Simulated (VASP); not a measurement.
**NaI: single point with HSE06**

Crystal: NaI.

```
Na I
1.0
     4.04054    0.00000    0.00000
     0.00000    4.04054    0.00000
     0.00000    0.00000    4.10317
Na I
1 1
Direct
  0.00000 0.00000 0.00000
  0.50000 0.50000 0.50000
```

This cell differs from its parent crystal: uniaxial z strain +1.6%.

| Quantity | Value |
| --- | --- |
| Program | VASP 6.6.1 |
| Task | single point |
| Functional | HSE06 |
| Potentials or basis | VASP PAW PBE potentials, release 64 (Na_pv, I) |
| Cutoff | 520 eV |
| k mesh | 4 × 4 × 4 |
| Occupations | gaussian, width 0.01 eV |
| Spin | no spin polarisation |
| Dipole correction | no |
| Grid for exact exchange (PRECFOCK) | Normal |
| Further INCAR settings | ALGO = Normal; EDIFF = 1e-07; NBANDS = 14 |
| Share of exact exchange | 0.25 |
| Screening parameter | 0.2079 1/Å |

```
Pressure               : -0.1 GPa
Band gap on the k mesh : 3.16 eV (least direct gap 3.65 eV)
```

Stress tensor (GPa, compression positive):
```
 0.18  0.00  0.00
 0.00  0.18  0.00
 0.00  0.00 -0.58
```

Levels at points of the mesh, in eV from the valence-band top:
| k point | band 3 | band 4 | band 5 | band 6 | band 7 | band 8 | band 9 | band 10 | band 11 | band 12 |
| --- | --- | --- | --- | --- | --- | --- | --- | --- | --- | --- |
| (0.00, 0.00, 0.00) | -26.21 | -12.80 | -0.81 | -0.67 | -0.67 | 3.16 | 6.47 | 6.57 | 12.25 | 12.40 |
| (0.50, 0.00, 0.00) | -26.21 | -12.43 | -3.45 | -0.45 | -0.32 | 5.51 | 7.32 | 8.05 | 8.78 | 9.04 |
| (0.50, 0.50, 0.00) | -26.21 | -12.12 | -2.75 | -2.75 | -0.10 | 3.72 | 7.91 | 9.22 | 9.22 | 9.82 |
| (0.00, 0.00, 0.50) | -26.21 | -12.47 | -3.44 | -0.35 | -0.35 | 5.57 | 7.31 | 8.05 | 9.00 | 9.00 |
| (0.50, 0.00, 0.50) | -26.21 | -12.15 | -2.80 | -2.73 | 0.00 | 3.65 | 8.02 | 9.29 | 9.37 | 10.01 |
| (0.50, 0.50, 0.50) | -26.21 | -11.85 | -2.27 | -2.27 | -2.20 | 5.07 | 5.07 | 5.07 | 7.65 | 14.55 |

Run time: 9.6 min on 1 thread of Intel(R) Xeon(R) Platinum 8259CL CPU @ 2.50GHz (Skylake/Cascade Lake) (shared host), peak memory 0.29 GiB.

Caveat: the cell differs from its parent crystal (uniaxial z strain +1.6%); the PAW data sets were made with another functional, which shifts forces and pressure a little; spin-orbit coupling is left out, which moves the levels of the heavy elements. A k mesh can miss the band edges.
